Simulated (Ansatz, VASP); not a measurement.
# Ti6C in VASP and in Ansatz

INCAR

```
SYSTEM = Ti6C
PREC = Accurate
ENCUT = 520
EDIFF = 1E-6
ISMEAR = 0
SIGMA = 0.1
LREAL = .False.
LASPH = .True.
NELM = 80
ALGO = Normal
ISIF = 2
LWAVE = .False.
LCHARG = .True.
GGA = PE
LELF = .True.
LVHAR = .True.
NBANDS = 47
```

File KPOINTS:

```
Automatic mesh
0
Gamma
  6 6 4
  0 0 0
```

File POSCAR:

```
Ti6C
1.0
    5.2118792800      0.0000000000      0.0000000000
   -2.6059396400      4.5136198600      0.0000000000
    0.0000000000      0.0000000000      4.2166847300
Ti C
6 1
Direct
    0.3281172400      0.0000000000      0.5000000000
    0.0000000000      0.3281172400      0.5000000000
    0.6718827600      0.6718827600      0.5000000000
    0.6718827600      0.0000000000      0.5000000000
    0.0000000000      0.6718827600      0.5000000000
    0.3281172400      0.3281172400      0.5000000000
    0.0000000000      0.0000000000      0.0000000000
```

Input for Ansatz:

```yaml
crystal:
  lattice:
    - [5.21187928, 0.0, 0.0]
    - [-2.60593964, 4.51361986, 0.0]
    - [0.0, 0.0, 4.21668473]
  atoms:
    - { symbol: Ti, position: [0.32811724, 0.0, 0.5] }
    - { symbol: Ti, position: [0.0, 0.32811724, 0.5] }
    - { symbol: Ti, position: [0.67188276, 0.67188276, 0.5] }
    - { symbol: Ti, position: [0.67188276, 0.0, 0.5] }
    - { symbol: Ti, position: [0.0, 0.67188276, 0.5] }
    - { symbol: Ti, position: [0.32811724, 0.32811724, 0.5] }
    - { symbol: C, position: [0.0, 0.0, 0.0] }
basis:
  ecutwfc: 420
kpoints:
  mp_grid: { grid: [6, 6, 4] }
hamiltonian:
  xc: pbe
scf:
  occupations: { method: gaussian, width: 0.1 }
  lower_state_search: "off"
output:
  forces: true
  stress: true
  eigenvalues: true
```

Alike in both runs: task single point; functional PBE; k mesh 6 × 6 × 4; occupations gaussian, width 0.1 eV; no spin polarisation.

```csv
,VASP,Ansatz
version,VASP 6.6.1,Ansatz 0.2.0
potentials or method,"VASP PAW PBE potentials, release 64 (Ti_sv, C), cutoff 520 eV","scalar-relativistic, plane waves, PAW"
valence electrons in the cell,76,76
```

```tsv
	VASP	Ansatz	Ansatz less VASP
gap on the k mesh at the Fermi level (eV)	none	none	-
rms of the force components (eV/Å)	2.102	1.447	-0.6547
```

Atom by atom the forces differ by 0.655 eV/Å (rms over components). A gap of «none» marks a metal or a gap that the smearing closes.

The k mesh is coarse, so the values compare programs but aren't converged.
